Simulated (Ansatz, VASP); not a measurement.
**Hf: VASP beside Ansatz**

```
CELL_PARAMETERS angstrom
3.17096 0.00000 0.00000
-1.58548 2.74613 0.00000
0.00000 0.00000 5.01118
ATOMIC_POSITIONS crystal
Hf 0.33333 0.66667 0.25000
Hf 0.66667 0.33333 0.75000
```

Change from the starting cell: volume scaled by 0.98, PAW files.

Alike in both runs: task electric field gradients; functional r2SCAN; k mesh 12 × 12 × 7; occupations fermi-dirac, width 0.05 eV; no spin polarisation.

|  | VASP | Ansatz |
| --- | --- | --- |
| version | VASP 6.6.1 | Ansatz 0.2.0 |
| potentials or method | VASP PAW PBE potentials, release 64 (Hf_pv) | PAW with Ansatz's default frozen-core files, scalar-relativistic |
| plane-wave cutoff (eV) | 520 | 500 |
| valence electrons in the cell | 20 | 52 |

```csv
,VASP,Ansatz,Ansatz less VASP
pressure (GPa),2.3,2.8,+0.57
"traceless stress, the component that is largest in VASP (GPa)",-0.14,-0.04,+0.090
size of Vzz on the site where it differs most (V/Å²),84.5,96.0,+11.51
```

VASP's potentials were made for PBE, not for r2SCAN. With one functional, cell and mesh, what is left measures potentials, basis and numerics. VASP's potentials hold 20 valence electrons a cell and Ansatz's 52, so a difference there can come from the potentials and not from the codes.

Neither program's run includes spin-orbit coupling.
